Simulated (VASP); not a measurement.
# Be (P6_3/mmc) in VASP: a series of runs

Runs on Be. Level: PBEsol. Tasks: single point.

All numbers are computed with VASP 6.6.1; they aren't measurements. Logs are shortened: lines on timing, memory, paths and dates and some standing lists are left out, and cuts for length are marked.

## (1) The cell of the first run

Symmetry: P6_3/mmc, No. 194, hexagonal system. Conventional cell: a = 2.189 Å, b = 2.189 Å, c = 3.453 Å, α = 90.00°, β = 90.00°, γ = 120.00°. Be (site symmetry -6m2) has 12 Be at 2.14 to 2.19 Å within 2.8 Å.

## (2) Single point, PBEsol

The input, INCAR:

```
SYSTEM = Be
PREC     = Accurate       ! precision mode
ENCUT    = 520            ! plane-wave cutoff, eV
EDIFF    = 1E-6           ! SCF threshold, eV
ISMEAR   = -1             ! smearing method
SIGMA    = 0.08           ! smearing width, eV
LREAL    = .FALSE.        ! projectors in reciprocal space
LASPH    = .TRUE.         ! aspherical terms in the spheres
NELM     = 80             ! most SCF steps
ALGO     = Normal         ! electronic algorithm
ISIF     = 2              ! what is computed and relaxed
LWAVE    = .FALSE.        ! write WAVECAR
LCHARG   = .TRUE.         ! write CHGCAR
GGA      = PS             ! functional
LELF     = .TRUE.         ! ELF
LVHAR    = .TRUE.       
NBANDS   = 9              ! bands
```

The input, KPOINTS:

```
regular mesh
0
G
  20 20 11
  0 0 0
```

The input, POSCAR:

```
Be
1.0
    2.1888299623      0.0000000000      0.0000000000
   -1.0944149811      1.8955823519      0.0000000000
    0.0000000000      0.0000000000      3.4529038982
Be
2
Direct
    0.3333333333      0.6666666667      0.2500000000
    0.6666666667      0.3333333333      0.7500000000
```

Potentials or basis: VASP PAW PBE potentials, release 64 (Be).

Started as:

```
$ cat potpaw_PBE.64/Be/POTCAR > POTCAR
$ mpirun -np 1 vasp_std > vasp.out
```

OUTCAR:

```text
SYSTEM = Be
   PREC = Accurate
   ENCUT = 520
   EDIFF = 1E-6
   ISMEAR = -1
   LREAL = .FALSE.
   LASPH = .TRUE.
   NELM = 80
   ISIF = 2
   GGA = PS

 ion  position               nearest neighbor table
   1  0.333  0.667  0.250-   2 2.14   2 2.14   2 2.14   2 2.14   2 2.14   2 2.14
   2  0.667  0.333  0.750-   1 2.14   1 2.14   1 2.14   1 2.14   1 2.14   1 2.14

  LATTYP: Found a hexagonal cell.
 ALAT       =     2.1888299623
 C/A-ratio  =     1.5775112538

  Lattice vectors:

 A1 = (   2.1888299623,   0.0000000000,   0.0000000000)
 A2 = (  -1.0944149811,   1.8955823519,   0.0000000000)
 A3 = (   0.0000000000,   0.0000000000,   3.4529038982)

Analysis of symmetry for initial positions (statically):
=====================================================================
 Subroutine PRICEL returns:
 Original cell was already a primitive cell.

 Routine SETGRP: Setting up the symmetry group for a
 hexagonal supercell.

 Subroutine GETGRP returns: Found 24 space group operations
 (whereof 12 operations were pure point group operations)
 out of a pool of 24 trial point group operations.

The static configuration has the point symmetry D_3d.
 The point group associated with its full space group is D_6h.

Analysis of symmetry for dynamics (positions and initial velocities):
=====================================================================
 Subroutine PRICEL returns:
 Original cell was already a primitive cell.

 Routine SETGRP: Setting up the symmetry group for a
 hexagonal supercell.

 Subroutine GETGRP returns: Found 24 space group operations
 (whereof 12 operations were pure point group operations)
 out of a pool of 24 trial point group operations.

The dynamic configuration has the point symmetry D_3d.
 The point group associated with its full space group is D_6h.

 Subroutine INISYM returns: Found 24 space group operations
 (whereof 12 operations are pure point group operations),
 and found     1 'primitive' translations

----------------------------------------------------------------------------------------

                                     Primitive cell

  volume of cell :      14.3265

  direct lattice vectors                    reciprocal lattice vectors
     2.188829962  0.000000000  0.000000000     0.456865091  0.263771183  0.000000000
    -1.094414981  1.895582352  0.000000000     0.000000000  0.527542367  0.000000000
     0.000000000  0.000000000  3.452903898     0.000000000  0.000000000  0.289611304

  length of vectors
     2.188829962  2.188829962  3.452903898     0.527542367  0.527542367  0.289611304

  position of ions in fractional coordinates (direct lattice)
     0.333333333  0.666666667  0.250000000
     0.666666667  0.333333333  0.750000000

  ion indices of the primitive-cell ions
   primitive index   ion index
                 1           1
                 2           2

----------------------------------------------------------------------------------------

 KPOINTS: regular mesh

Automatic generation of k-mesh.
 Grid dimensions read from file:
 generate k-points for:   20   20   11

 Generating k-lattice:

  Cartesian coordinates                     Fractional coordinates (reciprocal lattice)
     0.022843255  0.013188559  0.000000000     0.050000000  0.000000000  0.000000000
     0.000000000  0.026377118  0.000000000     0.000000000  0.050000000  0.000000000
     0.000000000  0.000000000  0.026328300     0.000000000  0.000000000  0.090909091

  Length of vectors
     0.026377118  0.026377118  0.026328300

  Shift w.r.t. Gamma in fractional coordinates (k-lattice)
     0.000000000  0.000000000  0.000000000

 Subroutine IBZKPT returns following result:
 ===========================================

 Found    264 irreducible k-points:

 Following reciprocal coordinates:
            Coordinates               Weight
  0.000000  0.000000  0.000000      1.000000
  0.050000  0.000000  0.000000      6.000000
  0.100000  0.000000  0.000000      6.000000
  0.150000  0.000000  0.000000      6.000000
  0.200000  0.000000  0.000000      6.000000
  0.250000  0.000000  0.000000      6.000000
[... 16 lines left out ...]
  0.200000  0.100000  0.000000     12.000000
  0.250000  0.100000  0.000000     12.000000
 [... further k-points ...]
   k-points           NKPTS =    264   k-points in BZ     NKDIM =    264   number of bands    NBANDS=      9
   number of dos      NEDOS =    301   number of ions     NIONS =      2
   total plane-waves  NPLWV =   7168
   dimension x,y,z NGX =    16 NGY =   16 NGZ =   28
   dimension x,y,z NGXF=    32 NGYF=   32 NGZF=   56
   ions per type =               2
   NGX,Y,Z   is equivalent  to a cutoff of  12.15, 12.15, 13.48 a.u.
   NGXF,Y,Z  is equivalent  to a cutoff of  24.30, 24.30, 26.96 a.u.
 SYSTEM =  Be
   PREC   = accura    normal or accurate (medium, high low for compatibility)
   ISTART =      0    job   : 0-new  1-cont  2-samecut
   ICHARG =      2    charge: 1-file 2-atom 10-const
   ISPIN  =      1    spin polarized calculation?
   LNONCOLLINEAR =      F non collinear calculations
   LSORBIT =      F    spin-orbit coupling
   LASPH  =      T    aspherical Exc in radial PAW
   ENCUT  =  520.0 eV  38.22 Ry    6.18 a.u.   4.07  4.07  6.42*2*pi/ulx,y,z
   NELM   =     80;   NELMIN=  2; NELMDL= -5     # of ELM steps
   EDIFF  = 0.1E-05   stopping-criterion for ELM
   LREAL  =      F    real-space projection
   EDIFFG = 0.1E-04   stopping-criterion for IOM
   NSW    =      0    number of steps for IOM
   IBRION =     -1    ionic relax: 0-MD 1-quasi-New 2-CG
   NFREE  =      0    steps in history (QN), initial steepest desc. (CG)
   ISIF   =      2    stress and relaxation
   ISYM   =      2    0-nonsym 1-usesym 2-fastsym
   POTIM  = 0.5000    time-step for ionic-motion
   TEBEG  =    0.0;   TEEND  =   0.0 temperature during run
   PSTRESS=    0.0 pullay stress
   NELECT =       4.0000    total number of electrons
   NUPDOWN=      -1.0000    fix difference up-down
   EMIN   =  10.00;   EMAX   =-10.00  energy-range for DOS
   EFERMI =   0.00;   METHOD = LEGACY
   ISMEAR =    -1;   SIGMA  =   0.08  broadening in eV -4-tet -1-fermi 0-gaus
   EFERMI_NEDOS =   21; number of points for ismear=-14 and -15
   IALGO  =     38    algorithm
   IMIX   =      4    mixing-type and parameters
     AMIX     =   0.40;   BMIX     =  1.00
     AMIX_MAG =   1.60;   BMIX_MAG =  1.00
  volume/ion in A,a.u.               =       7.16        48.34
  Fermi-wavevector in a.u.,A,eV,Ry     =   1.069995  2.021997 15.577166  1.144889
  Thomas-Fermi vector in A             =   2.205692
   LORBIT       =      0    0 simple, 1 ext, 2 COOP (PROOUT), +10 PAW based schemes
   GGA     = PS    functional components
   LHFCALC =     F    Hartree Fock is set to
   AEXX    =    0.0000 exact exchange contribution
   IVDW    =     0    specifies the selected vdW correction
   LEPSILON=     F    determine dielectric tensor
   LRPA    =     F    only Hartree local field effects (RPA)
 non-spin polarized calculation
  energy-cutoff  :      520.00
  volume of cell :       14.33
 maximum number of plane-waves:       395
   NGX =  9   NGY =  9   NGZ = 13

 number of electron       4.0000000 magnetization

 Free energy of the ion-electron system (eV)
  ---------------------------------------------------
  ext. energy  EPLUGINS =         0.00000000
  ---------------------------------------------------
  free energy    TOTEN  =        -7.94245974 eV

  energy without entropy =       -7.93955217  energy(sigma->0) =       -7.94100595

 E-fermi :   7.7558     XC(G=0): -10.9365

 val. band max:        7.6273710442   @ k =   0.3000   0.2500   0.0000
 cond. band min:       7.7673494827   @ k =   0.3000   0.2000   0.0000
 fundamental gap:      0.1399784385
 Fermi energy:         7.7557681498

 k-point     1 :       0.0000    0.0000    0.0000
  band No.  band energies     occupation
      1      -4.0378      2.00000
      2       3.0032      2.00000
      3       9.2996      0.00000
      4      25.1608      0.00000
      5      25.1608      0.00000
      6      28.1992      0.00000
      7      28.1992      0.00000
      8      30.4628      0.00000
      9      36.6710      0.00000

 k-point     2 :       0.0500    0.0000    0.0000
  band No.  band energies     occupation
      1      -3.9637      2.00000
      2       3.1043      2.00000
      3       9.3143      0.00000
      4      24.5032      0.00000
      5      24.6416      0.00000
      6      28.2240      0.00000
      7      28.4973      0.00000
      8      30.3197      0.00000
      9      35.3998      0.00000

 k-point     3 :       0.1000    0.0000    0.0000
  band No.  band energies     occupation
      1      -3.7410      2.00000
      2       3.4073      2.00000
      3       9.3542      0.00000
      4      22.8624      0.00000
      5      23.5686      0.00000
      6      28.2379      0.00000
      7      28.8574      0.00000
      8      29.8244      0.00000
      9      33.3858      0.00000

 k-point     4 :       0.1500    0.0000    0.0000
  band No.  band energies     occupation
      1      -3.3696      2.00000
      2       3.9116      2.00000
      3       9.4034      0.00000
      4      20.7855      0.00000
      5      22.3990      0.00000
      6      28.1075      0.00000
      7      28.8004      0.00000
      8      28.8261      0.00000
      9      31.2629      0.00000

 k-point     5 :       0.2000    0.0000    0.0000
  band No.  band energies     occupation
      1      -2.8490      2.00000
      2       4.6157      2.00000
      3       9.4195      0.00000
      4      18.6647      0.00000
      5      21.2931      0.00000
      6      27.1173      0.00000
      7      27.3626      0.00000
      8      28.4440      0.00000
      9      29.7497      0.00000

 k-point     6 :       0.2500    0.0000    0.0000
  band No.  band energies     occupation
      1      -2.1796      2.00000
      2       5.5170      2.00000
      3       9.3026      0.00000
      4      16.7849      0.00000
      5      20.3137      0.00000
      6      24.9213      0.00000
      7      25.6637      0.00000
      8      27.9013      0.00000
      9      29.3120      0.00000
[... 169 lines left out ...]
 k-point    21 :       0.1000    0.1000    0.0000
  band No.  band energies     occupation
      1      -3.1461      2.00000
      2       4.2137      2.00000
      3       9.4370      0.00000
      4      20.1708      0.00000
      5      21.1313      0.00000
      6      28.0673      0.00000
      7      28.2739      0.00000
      8      28.3591      0.00000
      9      32.3650      0.00000

 k-point    22 :       0.1500    0.1000    0.0000
  band No.  band energies     occupation
      1      -2.6244      2.00000
      2       4.9169      2.00000
      3       9.4681      0.00000
      4      18.1924      0.00000
      5      19.9817      0.00000
      6      26.7897      0.00000
      7      27.3211      0.00000
      8      27.7323      0.00000
      9      31.7748      0.00000

 k-point    23 :       0.2000    0.1000    0.0000
  band No.  band energies     occupation
      1      -1.9530      2.00000
      2       5.8170      2.00000
      3       9.4014      0.00000
      4      16.2740      0.00000
      5      18.9756      0.00000
      6      24.8327      0.00000
      7      25.9907      0.00000
      8      27.1879      0.00000
      9      31.3483      0.00000

 k-point    24 :       0.2500    0.1000    0.0000
  band No.  band energies     occupation
      1      -1.1336      2.00000
      2       6.9091      1.99995
      3       9.0580      0.00000
      4      14.7802      0.00000
      5      18.0641      0.00000
      6      22.5797      0.00000
      7      24.5373      0.00000
      8      26.6693      0.00000
      9      30.2217      0.00000

 [... further k-points ...]

------------------------ aborting loop because EDIFF is reached ----------------------------------------

  FORCE on cell =-STRESS in cart. coord.  units (eV):
  Direction    XX          YY          ZZ          XY          YZ          ZX
  --------------------------------------------------------------------------------------
  -------------------------------------------------------------------------------------
  Total        1.2024645      1.2024645      1.2075360      0.0000000      0.0000000      0.0000000
  in kB      134.4756515    134.4756515    135.0428225      0.0000000      0.0000000      0.0000000
  external PRESSURE =     134.6647085 kB  Pullay stress =       0.0000000 kB

 VOLUME and BASIS-vectors are now :
 -----------------------------------------------------------------------------
  energy-cutoff  :      520.00
  volume of cell :       14.33
      direct lattice vectors                 reciprocal lattice vectors
     2.188829962  0.000000000  0.000000000     0.456865091  0.263771183  0.000000000
    -1.094414981  1.895582352  0.000000000     0.000000000  0.527542367  0.000000000
     0.000000000  0.000000000  3.452903898     0.000000000  0.000000000  0.289611304

 POSITION                                       TOTAL-FORCE (eV/Angst)
 -----------------------------------------------------------------------------------
     -0.00000      1.26372      0.86323        -0.000000     -0.000000      0.000000
      1.09441      0.63186      2.58968         0.000000      0.000000      0.000000
 -----------------------------------------------------------------------------------
    total drift:                                0.000000     -0.000000      0.000000

  FREE ENERGIE OF THE ION-ELECTRON SYSTEM (eV)
  ---------------------------------------------------
  free  energy   TOTEN  =        -7.9424597358 eV

  energy  without entropy=       -7.9395521676  energy(sigma->0) =       -7.94100595
```

Run time: 30 s. Hardware: 1 thread of Intel Xeon 8259CL, shared host; peak memory 0.14 GiB.

What came out:

- Free energy: -7.9425 eV
- Pressure: 13.5 GPa
- Band gap on the k mesh: zero (bands 2 and 3 overlap by 1.49 eV)

Levels at points of the mesh, in eV from the Fermi level:
```csv
k point,band 1,band 2,band 3,band 4,band 5
"(0.00, 0.00, 0.00)",-11.79,-4.75,1.54,17.41,17.41
"(0.50, 0.00, 0.00)",-5.31,-3.12,3.96,6.93,7.51
```

Caveat: the cell stands under pressure; the PAW data sets were made with another functional, which shifts forces and pressure a little.

## (3) Single point, PBEsol

The input, INCAR:

```
PREC = Accurate
ENCUT = 520
EDIFF = 1E-7
ISMEAR = -1
SIGMA = 0.08
LREAL = F
LASPH = T
NELM = 100
ALGO = Normal
ISIF = 2
LWAVE = F
LCHARG = T
GGA = PS
LELF = T
LVHAR = T
NBANDS = 9
```

The input, KPOINTS:

```
Automatic mesh
0
Gamma
  20 20 11
```

The input, POSCAR:

```
Be
1.0
    2.1880972262      0.0000000000      0.0000000000
   -1.0940486131      1.8949477839      0.0000000000
    0.0000000000      0.0000000000      3.4516958030
Be
2
Direct
    0.3333333333      0.6666666667      0.2500000000
    0.6666666667      0.3333333333      0.7500000000
```

Potentials or basis: VASP PAW PBE potentials, release 64 (Be).

Started as:

```
$ cat potpaw_PBE.64/Be/POTCAR > POTCAR
$ mpirun -np 1 vasp_std > vasp.out
```

Wall time 27 s (1 thread of Intel Xeon 8259CL, shared host); peak memory 0.14 GiB.

Results (log left out):

```
Free energy            : -7.9412 eV
Pressure               : 13.6 GPa
Band gap on the k mesh : zero (bands 2 and 3 overlap by 1.49 eV)
```

Stress tensor (GPa, compression positive):
```
13.61  0.00  0.00
 0.00 13.61  0.00
 0.00  0.00 13.69
```

Levels at points of the mesh, in eV from the Fermi level:
```tsv
k point	band 1	band 2	band 3	band 4	band 5
(0.00, 0.00, 0.00)	-11.80	-4.76	1.55	17.42	17.42
(0.50, 0.00, 0.00)	-5.31	-3.12	3.96	6.94	7.52
```

Caveat: the cell stands under pressure; the PAW data sets were made with another functional, which shifts forces and pressure a little.
